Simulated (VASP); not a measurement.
# K (Fd-3m) in VASP: single point with r2SCAN

Aim: the single point of K with r2SCAN.

Program: VASP 6.6.1. These are calculated values, not measurements. Logs are shortened: lines on timing, memory, paths and dates and some standing lists are left out, and cuts for length are marked.

**1. The cell of the first run**

Symmetry: Fd-3m, No. 227, cubic system. The conventional cell has a = 9.665 Å, b = 9.665 Å, c = 9.665 Å, α = 90.00°, β = 90.00°, γ = 90.00°. K (site symmetry -43m) has 4 K at 4.18 Å within 5.5 Å.

This isn't the form of K at room conditions, which is bcc.

**2. Single point, r2SCAN**

File POSCAR:

```
K
1.0
    0.0000000000      4.8323481487      4.8323481487
    4.8323481487      0.0000000000      4.8323481487
    4.8323481487      4.8323481487      0.0000000000
K
2
Direct
    0.5000000000      0.5000000000      0.5000000000
    0.7500000000      0.7500000000      0.7500000000
```

File INCAR.step1:

```
SYSTEM = K
PREC     = Accurate       ! precision mode
ENCUT    = 520            ! plane-wave cutoff, eV
ISMEAR   = 0              ! smearing method
SIGMA    = 0.1            ! smearing width, eV
LREAL    = .FALSE.        ! projectors in reciprocal space
LASPH    = .TRUE.         ! aspherical terms in the spheres
NELM     = 60             ! most SCF steps
NBANDS   = 16             ! bands
GGA      = PE             ! functional
ALGO     = Normal         ! electronic algorithm
EDIFF    = 1E-4           ! SCF threshold, eV
LWAVE    = .TRUE.         ! write WAVECAR
LCHARG   = .FALSE.        ! write CHGCAR
```

File INCAR.step2:

```
SYSTEM = K
PREC     = Accurate       ! precision mode
ENCUT    = 520            ! plane-wave cutoff, eV
EDIFF    = 1E-6           ! SCF threshold, eV
ISMEAR   = 0              ! smearing method
SIGMA    = 0.1            ! smearing width, eV
LREAL    = .FALSE.        ! projectors in reciprocal space
LASPH    = .TRUE.         ! aspherical terms in the spheres
NELM     = 60             ! most SCF steps
ALGO     = Normal         ! electronic algorithm
ISIF     = 2              ! what is computed and relaxed
LWAVE    = .FALSE.        ! write WAVECAR
LCHARG   = .FALSE.        ! write CHGCAR
METAGGA  = R2SCAN         ! meta-GGA
LMIXTAU  = .TRUE.       
NBANDS   = 16             ! bands
ISTART   = 1
```

File KPOINTS:

```
Automatic mesh
0
G
  10 10 10
  0 0 0
```

Potentials or basis: VASP PAW PBE potentials, release 64 (K_sv).

Launch:

```bash
> cat potpaw_PBE.64/K_sv/POTCAR > POTCAR
> cp INCAR.step1 INCAR
> mpirun -np 1 vasp_std > vasp.out
> cp INCAR.step2 INCAR
> mpirun -np 1 vasp_std > vasp.out
```

OUTCAR:

```text
SYSTEM = K
   PREC = Accurate
   ENCUT = 520
   EDIFF = 1E-6
   ISMEAR = 0
   LREAL = .FALSE.
   LASPH = .TRUE.
   NELM = 60
   ISIF = 2
   METAGGA = R2SCAN
   ISTART = 1

 ion  position               nearest neighbor table
   1  0.500  0.500  0.500-
   2  0.750  0.750  0.750-

  LATTYP: Found a face centered cubic cell.
 ALAT       =     9.6646962974

  Lattice vectors:

 A1 = (   0.0000000000,   4.8323481487,   4.8323481487)
 A2 = (   4.8323481487,   0.0000000000,   4.8323481487)
 A3 = (   4.8323481487,   4.8323481487,   0.0000000000)

Analysis of symmetry for initial positions (statically):
=====================================================================
 Subroutine PRICEL returns:
 Original cell was already a primitive cell.

 Routine SETGRP: Setting up the symmetry group for a
 face centered cubic supercell.

 Subroutine GETGRP returns: Found 48 space group operations
 (whereof 24 operations were pure point group operations)
 out of a pool of 48 trial point group operations.

The static configuration has the point symmetry T_d .
 The point group associated with its full space group is O_h .

Analysis of symmetry for dynamics (positions and initial velocities):
=====================================================================
 Subroutine PRICEL returns:
 Original cell was already a primitive cell.

 Routine SETGRP: Setting up the symmetry group for a
 face centered cubic supercell.

 Subroutine GETGRP returns: Found 48 space group operations
 (whereof 24 operations were pure point group operations)
 out of a pool of 48 trial point group operations.

The dynamic configuration has the point symmetry T_d .
 The point group associated with its full space group is O_h .

 Subroutine INISYM returns: Found 48 space group operations
 (whereof 24 operations are pure point group operations),
 and found     1 'primitive' translations

----------------------------------------------------------------------------------------

                                     Primitive cell

  volume of cell :     225.6860

  direct lattice vectors                    reciprocal lattice vectors
     0.000000000  4.832348149  4.832348149    -0.103469366  0.103469366  0.103469366
     4.832348149  0.000000000  4.832348149     0.103469366 -0.103469366  0.103469366
     4.832348149  4.832348149  0.000000000     0.103469366  0.103469366 -0.103469366

  length of vectors
     6.833972290  6.833972290  6.833972290     0.179214199  0.179214199  0.179214199

  position of ions in fractional coordinates (direct lattice)
     0.500000000  0.500000000  0.500000000
     0.750000000  0.750000000  0.750000000

  ion indices of the primitive-cell ions
   primitive index   ion index
                 1           1
                 2           2

----------------------------------------------------------------------------------------

 KPOINTS: Automatic mesh

Automatic generation of k-mesh.
 Grid dimensions read from file:
 generate k-points for:   10   10   10

 Generating k-lattice:

  Cartesian coordinates                     Fractional coordinates (reciprocal lattice)
    -0.010346937  0.010346937  0.010346937     0.100000000  0.000000000  0.000000000
     0.010346937 -0.010346937  0.010346937     0.000000000  0.100000000  0.000000000
     0.010346937  0.010346937 -0.010346937     0.000000000  0.000000000  0.100000000

  Length of vectors
     0.017921420  0.017921420  0.017921420

  Shift w.r.t. Gamma in fractional coordinates (k-lattice)
     0.000000000  0.000000000  0.000000000

 Subroutine IBZKPT returns following result:
 ===========================================

 Found     47 irreducible k-points:

 Following reciprocal coordinates:
            Coordinates               Weight
  0.000000  0.000000  0.000000      1.000000
  0.100000  0.000000  0.000000      8.000000
  0.200000  0.000000  0.000000      8.000000
  0.300000  0.000000  0.000000      8.000000
  0.400000  0.000000  0.000000      8.000000
  0.500000  0.000000  0.000000      4.000000
[... 16 lines left out ...]
  0.300000  0.300000  0.000000      6.000000
  0.400000  0.300000  0.000000     24.000000
 [... further k-points ...]
   k-points           NKPTS =     47   k-points in BZ     NKDIM =     47   number of bands    NBANDS=     16
   number of dos      NEDOS =    301   number of ions     NIONS =      2
   total plane-waves  NPLWV = 157464
   dimension x,y,z NGX =    54 NGY =   54 NGZ =   54
   dimension x,y,z NGXF=   108 NGYF=  108 NGZF=  108
   ions per type =               2
   NGX,Y,Z   is equivalent  to a cutoff of  13.14, 13.14, 13.14 a.u.
   NGXF,Y,Z  is equivalent  to a cutoff of  26.27, 26.27, 26.27 a.u.
 SYSTEM =  K
   PREC   = accura    normal or accurate (medium, high low for compatibility)
   ISTART =      1    job   : 0-new  1-cont  2-samecut
   ICHARG =      0    charge: 1-file 2-atom 10-const
   ISPIN  =      1    spin polarized calculation?
   LNONCOLLINEAR =      F non collinear calculations
   LSORBIT =      F    spin-orbit coupling
   LASPH  =      T    aspherical Exc in radial PAW
   ENCUT  =  520.0 eV  38.22 Ry    6.18 a.u.  12.71 12.71 12.71*2*pi/ulx,y,z
   NELM   =     60;   NELMIN=  2; NELMDL=  0     # of ELM steps
   EDIFF  = 0.1E-05   stopping-criterion for ELM
   LREAL  =      F    real-space projection
   EDIFFG = 0.1E-04   stopping-criterion for IOM
   NSW    =      0    number of steps for IOM
   IBRION =     -1    ionic relax: 0-MD 1-quasi-New 2-CG
   NFREE  =      0    steps in history (QN), initial steepest desc. (CG)
   ISIF   =      2    stress and relaxation
   ISYM   =      2    0-nonsym 1-usesym 2-fastsym
   POTIM  = 0.5000    time-step for ionic-motion
   TEBEG  =    0.0;   TEEND  =   0.0 temperature during run
   PSTRESS=    0.0 pullay stress
   NELECT =      18.0000    total number of electrons
   NUPDOWN=      -1.0000    fix difference up-down
   EMIN   =  10.00;   EMAX   =-10.00  energy-range for DOS
   EFERMI =   0.00;   METHOD = LEGACY
   ISMEAR =     0;   SIGMA  =   0.10  broadening in eV -4-tet -1-fermi 0-gaus
   EFERMI_NEDOS =   21; number of points for ismear=-14 and -15
   IALGO  =     38    algorithm
   IMIX   =      4    mixing-type and parameters
     AMIX     =   0.40;   BMIX     =  1.00
     AMIX_MAG =   1.60;   BMIX_MAG =  1.00
  volume/ion in A,a.u.               =     112.84       761.50
  Fermi-wavevector in a.u.,A,eV,Ry     =   0.704689  1.331669  6.756469  0.496586
  Thomas-Fermi vector in A             =   1.789998
   LORBIT       =      0    0 simple, 1 ext, 2 COOP (PROOUT), +10 PAW based schemes
   METAGGA = R2SCAN    functional components
   LHFCALC =     F    Hartree Fock is set to
   AEXX    =    0.0000 exact exchange contribution
   IVDW    =     0    specifies the selected vdW correction
   LEPSILON=     F    determine dielectric tensor
   LRPA    =     F    only Hartree local field effects (RPA)
 non-spin polarized calculation
 Gauss-broadening in eV      SIGMA  =   0.10
  energy-cutoff  :      520.00
  volume of cell :      225.69
 maximum number of plane-waves:      6116
 NGX is ok and might be reduce to    54
   NGX = 25   NGY = 25   NGZ = 25

 number of electron      18.0000001 magnetization

 Free energy of the ion-electron system (eV)
  ---------------------------------------------------
  ext. energy  EPLUGINS =         0.00000000
  ---------------------------------------------------
  free energy    TOTEN  =       -11.34218499 eV

  energy without entropy =      -11.33436998  energy(sigma->0) =      -11.33827748

 E-fermi :  -0.7552     XC(G=0):  -4.8424

 val. band max:       -0.8000794409   @ k =  -0.3000   0.4000   0.1000
 cond. band min:      -0.7486173924   @ k =  -0.3000   0.4000   0.2000
 fundamental gap:      0.0514620485
 Fermi energy:        -0.7551665098

 k-point     1 :       0.0000    0.0000    0.0000
  band No.  band energies     occupation
      1     -34.9869      2.00000
      2     -34.9751      2.00000
      3     -17.7077      2.00000
      4     -17.7077      2.00000
      5     -17.7077      2.00000
      6     -17.6529      2.00000
[... 8 lines left out ...]
     15       2.0882      0.00000
     16       2.2179      0.00000

 k-point     2 :       0.1000    0.0000    0.0000
  band No.  band energies     occupation
      1     -34.9867      2.00000
      2     -34.9753      2.00000
      3     -17.7083      2.00000
      4     -17.7083      2.00000
      5     -17.7076      2.00000
      6     -17.6532      2.00000
[... 8 lines left out ...]
     15       2.1729      0.00000
     16       2.1962      0.00000

 k-point     3 :       0.2000    0.0000    0.0000
  band No.  band energies     occupation
      1     -34.9861      2.00000
      2     -34.9759      2.00000
      3     -17.7098      2.00000
      4     -17.7098      2.00000
      5     -17.7072      2.00000
      6     -17.6539      2.00000
[... 8 lines left out ...]
     15       2.1169      0.00000
     16       2.4015      0.00000

 k-point     4 :       0.3000    0.0000    0.0000
  band No.  band energies     occupation
      1     -34.9852      2.00000
      2     -34.9768      2.00000
      3     -17.7116      2.00000
      4     -17.7116      2.00000
      5     -17.7067      2.00000
      6     -17.6548      2.00000
[... 8 lines left out ...]
     15       2.0637      0.00000
     16       2.6430      0.00000

 k-point     5 :       0.4000    0.0000    0.0000
  band No.  band energies     occupation
      1     -34.9844      2.00000
      2     -34.9776      2.00000
      3     -17.7130      2.00000
      4     -17.7130      2.00000
      5     -17.7064      2.00000
      6     -17.6555      2.00000
[... 8 lines left out ...]
     15       2.0416      0.00000
     16       2.8612      0.00000

 k-point     6 :       0.5000    0.0000    0.0000
  band No.  band energies     occupation
      1     -34.9840      2.00000
      2     -34.9780      2.00000
      3     -17.7135      2.00000
      4     -17.7135      2.00000
      5     -17.7063      2.00000
      6     -17.6558      2.00000
[... 8 lines left out ...]
     15       2.0402      0.00000
     16       2.9583      0.00000
[... 267 lines left out ...]
 k-point    21 :      -0.3000    0.2000    0.0000
  band No.  band energies     occupation
      1     -34.9840      2.00000
      2     -34.9780      2.00000
      3     -17.7179      2.00000
      4     -17.7135      2.00000
      5     -17.6994      2.00000
      6     -17.6622      2.00000
[... 8 lines left out ...]
     15       2.5064      0.00000
     16       2.6314      0.00000

 k-point    22 :      -0.2000    0.2000    0.0000
  band No.  band energies     occupation
      1     -34.9849      2.00000
      2     -34.9771      2.00000
      3     -17.7157      2.00000
      4     -17.7117      2.00000
      5     -17.7024      2.00000
      6     -17.6590      2.00000
[... 8 lines left out ...]
     15       2.4063      0.00000
     16       2.4362      0.00000

 k-point    23 :       0.3000    0.3000    0.0000
  band No.  band energies     occupation
      1     -34.9845      2.00000
      2     -34.9775      2.00000
      3     -17.7158      2.00000
      4     -17.7158      2.00000
      5     -17.6969      2.00000
      6     -17.6648      2.00000
[... 8 lines left out ...]
     15       2.7229      0.00000
     16       2.8879      0.00000

 k-point    24 :       0.4000    0.3000    0.0000
  band No.  band energies     occupation
      1     -34.9836      2.00000
      2     -34.9784      2.00000
      3     -17.7175      2.00000
      4     -17.7171      2.00000
      5     -17.6935      2.00000
      6     -17.6683      2.00000
[... 8 lines left out ...]
     15       2.7417      0.00000
     16       2.9648      0.00000

 [... further k-points ...]
[... 5 lines left out ...]
  --------------------------------------------------------------------------------------
  -------------------------------------------------------------------------------------
  Total       -0.0144376     -0.0144376     -0.0144376      0.0000000     -0.0000000      0.0000000
  in kB       -0.1024946     -0.1024946     -0.1024946      0.0000000     -0.0000000      0.0000000
  external PRESSURE =      -0.1024946 kB  Pullay stress =       0.0000000 kB

 VOLUME and BASIS-vectors are now :
 -----------------------------------------------------------------------------
  energy-cutoff  :      520.00
  volume of cell :      225.69
      direct lattice vectors                 reciprocal lattice vectors
     0.000000000  4.832348149  4.832348149    -0.103469366  0.103469366  0.103469366
     4.832348149  0.000000000  4.832348149     0.103469366 -0.103469366  0.103469366
     4.832348149  4.832348149  0.000000000     0.103469366  0.103469366 -0.103469366

 POSITION                                       TOTAL-FORCE (eV/Angst)
 -----------------------------------------------------------------------------------
      4.83235      4.83235      4.83235        -0.000000     -0.000000     -0.000000
      7.24852      7.24852      7.24852         0.000000      0.000000      0.000000
 -----------------------------------------------------------------------------------
    total drift:                                0.000000      0.000000      0.000000

  FREE ENERGIE OF THE ION-ELECTRON SYSTEM (eV)
  ---------------------------------------------------
  free  energy   TOTEN  =       -11.3421849873 eV

  energy  without entropy=      -11.3343699812  energy(sigma->0) =      -11.33827748
```

Wall time 37 min (1 thread of Intel Xeon 8259CL, shared host); peak memory 0.49 GiB.

What came out:

```
Free energy            : -11.3422 eV
Pressure               : 0.0 GPa
Band gap on the k mesh : zero (bands 9 and 10 overlap by 0.44 eV)
```

Levels at points of the mesh, in eV from the Fermi level:
| k point | band 5 | band 6 | band 7 | band 8 | band 9 | band 10 | band 11 | band 12 | band 13 | band 14 |
| --- | --- | --- | --- | --- | --- | --- | --- | --- | --- | --- |
| (0.00, 0.00, 0.00) | -16.95 | -16.90 | -16.90 | -16.90 | -1.80 | 2.53 | 2.53 | 2.53 | 2.84 | 2.84 |
| (0.50, 0.00, 0.00) | -16.95 | -16.90 | -16.89 | -16.89 | -0.60 | -0.19 | 2.29 | 2.29 | 2.58 | 2.58 |
| (0.50, 0.50, 0.00) | -16.93 | -16.93 | -16.89 | -16.89 | 0.03 | 0.03 | 1.59 | 1.59 | 1.70 | 1.70 |

Caveat: the PAW data sets were made with another functional, which shifts forces and pressure a little.
